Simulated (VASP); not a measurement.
# InP (Fm-3m) in VASP: a series of runs, part 2 of 2

VASP 6.6.1. The steps go on from the part before.

## Step 5: Single point, PBE

This run uses another cell than the first one, of 20.38 Å³/atom, 0.960 times its volume.

The input, INCAR:

```
SYSTEM = InP
PREC = Accurate
ENCUT = 500
EDIFF = 1E-6
ISMEAR = -1
SIGMA = 0.05
LREAL = .False.
LASPH = .True.
NELM = 120
ALGO = Normal
ISIF = 2
LWAVE = .False.
LCHARG = .False.
GGA = PE
NBANDS = 16
GGA_COMPAT = .False.
```

The input, KPOINTS:

```
Automatic mesh
0
Gamma
  8 8 8
  0 0 0
```

The input, POSCAR:

```
InP
1.0
    0.0000000000      2.7314127370      2.7314127370
    2.7314127370      0.0000000000      2.7314127370
    2.7314127370      2.7314127370      0.0000000000
In P
1 1
Direct
    0.0000000000      0.0000000000      0.0000000000
    0.5000000000      0.5000000000      0.5000000000
```

Potentials or basis: VASP PAW PBE potentials, release 64 (In_d, P).

Launch:

```bash
> cat potpaw_PBE.64/In_d/POTCAR potpaw_PBE.64/P/POTCAR > POTCAR
> mpirun -np 1 vasp_std > vasp.out
```

OUTCAR:

```text
SYSTEM = InP
   PREC = Accurate
   ENCUT = 500
   EDIFF = 1E-6
   ISMEAR = -1
   LREAL = .False.
   LASPH = .True.
   NELM = 120
   ISIF = 2
   GGA = PE

 ion  position               nearest neighbor table
   1  0.000  0.000  0.000-   2 2.73   2 2.73   2 2.73   2 2.73   2 2.73   2 2.73
   2  0.500  0.500  0.500-   1 2.73   1 2.73   1 2.73   1 2.73   1 2.73   1 2.73

  LATTYP: Found a face centered cubic cell.
 ALAT       =     5.4628254740

  Lattice vectors:

 A1 = (   0.0000000000,   2.7314127370,   2.7314127370)
 A2 = (   2.7314127370,   0.0000000000,   2.7314127370)
 A3 = (   2.7314127370,   2.7314127370,   0.0000000000)

Analysis of symmetry for initial positions (statically):
=====================================================================
 Subroutine PRICEL returns:
 Original cell was already a primitive cell.

 Routine SETGRP: Setting up the symmetry group for a
 face centered cubic supercell.

 Subroutine GETGRP returns: Found 48 space group operations
 (whereof 48 operations were pure point group operations)
 out of a pool of 48 trial point group operations.

The static configuration has the point symmetry O_h .

Analysis of symmetry for dynamics (positions and initial velocities):
=====================================================================
 Subroutine PRICEL returns:
 Original cell was already a primitive cell.

 Routine SETGRP: Setting up the symmetry group for a
 face centered cubic supercell.

 Subroutine GETGRP returns: Found 48 space group operations
 (whereof 48 operations were pure point group operations)
 out of a pool of 48 trial point group operations.

The dynamic configuration has the point symmetry O_h .

 Subroutine INISYM returns: Found 48 space group operations
 (whereof 48 operations are pure point group operations),
 and found     1 'primitive' translations

[... 102 lines left out ...]
   POTIM  = 0.5000    time-step for ionic-motion
   TEBEG  =    0.0;   TEEND  =   0.0 temperature during run
   PSTRESS=    0.0 pullay stress
   NELECT =      18.0000    total number of electrons
   NUPDOWN=      -1.0000    fix difference up-down
   EMIN   =  10.00;   EMAX   =-10.00  energy-range for DOS
   EFERMI =   0.00;   METHOD = LEGACY
   ISMEAR =    -1;   SIGMA  =   0.05  broadening in eV -4-tet -1-fermi 0-gaus
   EFERMI_NEDOS =   21; number of points for ismear=-14 and -15
   IALGO  =     38    algorithm
   IMIX   =      4    mixing-type and parameters
     AMIX     =   0.40;   BMIX     =  1.00
     AMIX_MAG =   1.60;   BMIX_MAG =  1.00
  volume/ion in A,a.u.               =      20.38       137.52
  Fermi-wavevector in a.u.,A,eV,Ry     =   1.246718  2.355956 21.147624  1.554307
  Thomas-Fermi vector in A             =   2.380883
   LORBIT       =      0    0 simple, 1 ext, 2 COOP (PROOUT), +10 PAW based schemes
   GGA     = PE    functional components
   LHFCALC =     F    Hartree Fock is set to
   AEXX    =    0.0000 exact exchange contribution
   IVDW    =     0    specifies the selected vdW correction
   LEPSILON=     F    determine dielectric tensor
   LRPA    =     F    only Hartree local field effects (RPA)
 non-spin polarized calculation
  energy-cutoff  :      500.00
  volume of cell :       40.76
 maximum number of plane-waves:      1056
   NGX = 15   NGY = 15   NGZ = 15

 number of electron      18.0000010 magnetization

 Free energy of the ion-electron system (eV)
  ---------------------------------------------------
  ext. energy  EPLUGINS =         0.00000000
  ---------------------------------------------------
  free energy    TOTEN  =        -7.89732362 eV

  energy without entropy =       -7.88662614  energy(sigma->0) =       -7.89197488

 E-fermi :   7.6712     XC(G=0): -10.5855

 val. band max:        7.6052008165   @ k =   0.3750   0.0000   0.0000
 cond. band min:       7.6771356084   @ k =  -0.3750   0.5000   0.1250
 fundamental gap:      0.0719347919
 Fermi energy:         7.6712255788

 k-point     1 :       0.0000    0.0000    0.0000
  band No.  band energies     occupation
      1      -6.7473      2.00000
      2      -6.7473      2.00000
      3      -6.7254      2.00000
      4      -6.7254      2.00000
      5      -6.7254      2.00000
      6      -4.7624      2.00000
[... 433 lines left out ...]
      3      -6.7116      2.00000
      4      -6.6714      2.00000
      5      -6.6234      2.00000
      6      -1.9864      2.00000
[... 8 lines left out ...]
     15      17.7630      0.00000
     16      20.5435      0.00000

 [... further k-points ...]
[... 5 lines left out ...]
  --------------------------------------------------------------------------------------
  -------------------------------------------------------------------------------------
  Total        0.8253239      0.8253239      0.8253239     -0.0000000      0.0000000     -0.0000000
  in kB       32.4446463     32.4446463     32.4446463     -0.0000000      0.0000000     -0.0000000
  external PRESSURE =      32.4446463 kB  Pullay stress =       0.0000000 kB

 VOLUME and BASIS-vectors are now :
 -----------------------------------------------------------------------------
  energy-cutoff  :      500.00
  volume of cell :       40.76
      direct lattice vectors                 reciprocal lattice vectors
     0.000000000  2.731412737  2.731412737    -0.183055455  0.183055455  0.183055455
     2.731412737  0.000000000  2.731412737     0.183055455 -0.183055455  0.183055455
     2.731412737  2.731412737  0.000000000     0.183055455  0.183055455 -0.183055455

 POSITION                                       TOTAL-FORCE (eV/Angst)
 -----------------------------------------------------------------------------------
      0.00000      0.00000      0.00000        -0.000000      0.000000     -0.000000
      2.73141      2.73141      2.73141         0.000000      0.000000      0.000000
 -----------------------------------------------------------------------------------
    total drift:                               -0.000000      0.000000      0.000000

  FREE ENERGIE OF THE ION-ELECTRON SYSTEM (eV)
  ---------------------------------------------------
  free  energy   TOTEN  =        -7.8973236171 eV

  energy  without entropy=       -7.8866261436  energy(sigma->0) =       -7.89197488
```

Run time: 30 s. Hardware: 1 thread of Intel Xeon Platinum 8488C (Sapphire Rapids), shared host; peak memory 0.16 GiB.

What came out:

- Free energy: -7.8973 eV
- Pressure: 3.2 GPa
- Band gap on the k mesh: zero (band 9 reaches 7.87 eV, above the bottom of band 10 at 5.09 eV)

Caveat: spin-orbit coupling is left out, which moves the levels of the heavy elements.

## Step 6: Single point, PBE

This run uses another cell than the first one, of 20.80 Å³/atom, 0.980 times its volume.

The input, INCAR:

```
  PREC = Accurate
  ENCUT = 500
  EDIFF = 1E-6
  ISMEAR = -1
  SIGMA = 0.05
  LREAL = F
  LASPH = T
  NELM = 120
  ALGO = Normal
  ISIF = 2
  LWAVE = F
  LCHARG = F
  GGA = PE
  NBANDS = 16
  GGA_COMPAT = F
```

The input, KPOINTS:

```
regular mesh
0
Gamma
  8 8 8
```

The input, POSCAR:

```
InP
1.0
    0.0000000000      2.7502506615      2.7502506615
    2.7502506615      0.0000000000      2.7502506615
    2.7502506615      2.7502506615      0.0000000000
In P
1 1
Direct
    0.0000000000      0.0000000000      0.0000000000
    0.5000000000      0.5000000000      0.5000000000
```

Potentials or basis: VASP PAW PBE potentials, release 64 (In_d, P).

Launch:

```bash
> cat potpaw_PBE.64/In_d/POTCAR potpaw_PBE.64/P/POTCAR > POTCAR
> mpirun -np 1 vasp_std > vasp.out
```

It took 15 s on 1 thread of Intel Xeon Platinum 8488C (Sapphire Rapids), shared host; peak memory 0.16 GiB.

It converged, with:

| Item | Value |
| --- | --- |
| Free energy | -7.9101 eV |
| Pressure | 1.5 GPa |
| Band gap on the k mesh | zero (band 9 reaches 7.60 eV, above the bottom of band 10 at 4.90 eV) |

Levels at points of the mesh, in eV from the Fermi level:
| k point | band 6 | band 7 | band 8 | band 9 | band 10 | band 11 | band 12 | band 13 |
| --- | --- | --- | --- | --- | --- | --- | --- | --- |
| (0.00, 0.00, 0.00) | -12.27 | -0.39 | -0.39 | -0.39 | 0.58 | 6.99 | 6.99 | 6.99 |
| (0.50, 0.00, 0.00) | -10.12 | -6.85 | 0.05 | 0.05 | 2.40 | 3.29 | 3.29 | 5.24 |
| (0.50, 0.50, 0.00) | -8.96 | -5.18 | -2.60 | -2.50 | -2.50 | 3.69 | 9.93 | 9.93 |

Caveat: spin-orbit coupling is left out, which moves the levels of the heavy elements.

## Step 7: The runs side by side

```csv
cell,smearing,gap on the mesh (eV),pressure (GPa)
"a = 3.916 Å, angles 60.0°, 2 atoms",gaussian 0.023 eV,none,-0.1
"a = 3.916 Å, angles 60.0°, 2 atoms",gaussian 0.024 eV,none,-0.1
"a = 3.916 Å, angles 60.0°, 2 atoms",gaussian 0.025 eV,none,-0.1
"a = 3.863 Å, angles 60.0°, 2 atoms",fermi-dirac 0.05 eV,none,3.2
"a = 3.889 Å, angles 60.0°, 2 atoms",fermi-dirac 0.05 eV,none,1.5
```

Alike in all rows: task single point; level PBE; potentials or basis VASP PAW PBE potentials, release 64 (In_d, P); no spin polarisation; k mesh 8 × 8 × 8; cutoff (eV) 500.

Every run on the cell as given and a fine mesh finds a metal.

Caveats: spin-orbit coupling is left out, which moves the levels of the heavy elements.

Absolute energies hang on the potentials; compare differences alone.
